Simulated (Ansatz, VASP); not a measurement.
**One calculation of Sn4H, two programs**

```xyz
5
Lattice="-3.0577 3.0577 3.0577 3.0577 -3.0577 3.0577 3.0577 3.0577 -3.0577" Properties=species:S:1:pos:R:3 pbc="T T T"
Sn    1.5288    1.5288    1.5288
Sn   -1.5288    1.5288    1.5288
Sn    1.5288    1.5288   -1.5288
Sn    1.5288   -1.5288    1.5288
H     0.0000    0.0000    0.0000
```

Change from the starting cell: species swapped into the Hg4Pt type (Im-3m, No. 229).

Alike in both runs: task relaxation of cell and atoms; functional PBE; k mesh 10 × 10 × 10; occupations gaussian, width 0.1 eV; no spin polarisation.

|  | VASP | Ansatz |
| --- | --- | --- |
| version | VASP 6.6.1 | Ansatz 0.2.0 |
| potentials or method | VASP PAW PBE potentials, release 64 (Sn_d, H), cutoff 600 eV | scalar-relativistic, plane waves, PAW |
| valence electrons in the cell | 57 | 57 |

|  | VASP | Ansatz | Ansatz less VASP |
| --- | --- | --- | --- |
| gap on the k mesh at the Fermi level, each at its own relaxed structure (eV) | none | none | - |
| relaxed volume (Å³/atom) | 23.99 | 24.00 | +0.015 |
| relaxed length of the cell vector where the two differ most in proportion (Å) | 5.381 | 5.382 | +0.0011 |

A gap of «none» marks a metal or a gap that the smearing closes.
